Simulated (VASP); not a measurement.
SiO2, 9 atoms in the cell. Symmetry: P6_422, No. 181, hexagonal system. The conventional cell has a = 5.161 Å, b = 5.161 Å, c = 5.405 Å, α = 90.00°, β = 90.00°, γ = 120.00°. Within 2.1 Å of Si (site symmetry 222) lie 4 O at 1.61 Å. Within 2.1 Å of O (site symmetry 2) lie 2 Si at 1.61 Å.  This cell differs from its parent crystal: biaxial strain in the a-b plane: +2.0 %, then relaxed in part.

- Program: VASP 6.6.1
- Task: single point
- Functional: r2SCAN
- Potentials or basis: VASP PAW PBE potentials, release 64 (Si, O)
- Cutoff: 520 eV
- k mesh: 6 × 6 × 4
- Occupations: gaussian, width 0.02 eV
- Spin: no spin polarisation
- Dipole correction: no
- Further INCAR settings: ALGO = Normal; EDIFF = 1e-06; NBANDS = 34

Potentials or basis: VASP PAW PBE potentials, release 64 (Si, O).

Command:

```sh
$ cat potpaw_PBE.64/Si/POTCAR potpaw_PBE.64/O/POTCAR > POTCAR
$ cp INCAR.step1 INCAR
$ mpirun -np 1 vasp_std > vasp.out
$ cp INCAR.step2 INCAR
$ mpirun -np 1 vasp_std > vasp.out
```

Hardware: 1 thread of Intel(R) Xeon(R) 6975P-C (Granite Rapids) (shared host).

Q: Estimate the wall time of this run.

A: Wall time 2.7 min on 1 thread of Intel(R) Xeon(R) 6975P-C (Granite Rapids), with other jobs on the host, peak memory 0.27 GiB. Counts: k points 21.
